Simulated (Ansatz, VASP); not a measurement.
## One calculation of Hf, two programs

```
Hf
1.0
     3.19670    0.00000    0.00000
    -1.59835    2.76842    0.00000
     0.00000    0.00000    5.05780
Hf
2
Cartesian
  0.4243 2.2699 0.6644
  1.5983 0.9228 3.7934
```

Alike in both runs: task single point; functional PBEsol; k mesh 18 × 18 × 10; occupations gaussian, width 0.15 eV; no spin polarisation.

|  | VASP | Ansatz |
| --- | --- | --- |
| version | VASP 6.6.1 | Ansatz 0.2.0 |
| potentials or method | VASP PAW PBE potentials, release 64 (Hf_pv), cutoff 520 eV | scalar-relativistic, plane waves, PAW |
| valence electrons in the cell | 20 | 52 |

Ansatz gave:

| Property | Result |
| --- | --- |
| gap on the k mesh at the Fermi level (eV) | none |
| pressure (GPa) | 9.0 |
| traceless stress, the component that is largest in VASP (GPa) | 12.28 |
| rms of the force components (eV/Å) | 3.202 |

Q: Estimate VASP's values.

A: gap on the k mesh at the Fermi level (eV): none; pressure (GPa): 8.5; traceless stress, the component that is largest in VASP (GPa): 12.24; rms of the force components (eV/Å): 3.150.

VASP's potentials were made for PBE, not for PBEsol. Atom by atom the forces differ by 0.052 eV/Å (rms over components). A gap of «none» marks a metal or a gap that the smearing closes. The functional is the same, so the differences come from potentials, cutoffs and numerics. VASP's potentials hold 20 valence electrons a cell and Ansatz's 52, so a difference there can come from the potentials and not from the codes.

Spin-orbit coupling is off throughout.
